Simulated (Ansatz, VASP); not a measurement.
## Two plane-wave programs on LiCl

The input INCAR:

```
PREC = Accurate
ENCUT = 520
EDIFF = 1E-6
ISMEAR = 0
SIGMA = 0.01
LREAL = F
LASPH = T
NELM = 100
ALGO = Normal
ISIF = 2
LWAVE = F
LCHARG = F
GGA = PE
NBANDS = 12
```

Contents of KPOINTS:

```
Automatic mesh
0
Gamma
  6 6 6
```

File POSCAR:

```
LiCl
1.0
    3.3453968589      0.0000000000      0.0000000000
    0.0000000000      3.3453968589      0.0000000000
    0.0000000000      0.0000000000      3.3453968589
Li Cl
1 1
Direct
    0.0000000000      0.0000000000      0.0000000000
    0.5000000000      0.5000000000      0.5000000000
```

Input for Ansatz:

```yaml
crystal:
  lattice:
    - [3.3453968589, 0.0, 0.0]
    - [0.0, 3.3453968589, 0.0]
    - [0.0, 0.0, 3.3453968589]
  atoms:
    - { symbol: Li, position: [0.0, 0.0, 0.0] }
    - { symbol: Cl, position: [0.5, 0.5, 0.5] }
kpoints:
  mp_grid: { grid: [6, 6, 6] }
hamiltonian:
  xc: pbe
scf:
  occupations: { method: fixed }
  n_extra_bands: 4
output:
  forces: true
  stress: true
  eigenvalues: true
```

Alike in both runs: task single point; functional PBE; k mesh 6 × 6 × 6; no spin polarisation.

|  | VASP | Ansatz |
| --- | --- | --- |
| version | VASP 6.6.1 | Ansatz 0.2.0 |
| potentials or method | VASP PAW PBE potentials, release 64 (Li_sv, Cl) | plane waves, PAW |
| plane-wave cutoff (eV) | 520 | 420 |
| occupations | gaussian, width 0.01 eV | fixed |
| valence electrons in the cell | 10 | 10 |

```csv
,VASP,Ansatz,Ansatz less VASP
gap on the k mesh at the Fermi level (eV),4.18,4.17,-0.012
```

Noted on VASP's run: the cutoff is short for stress, so the pressure is rough.
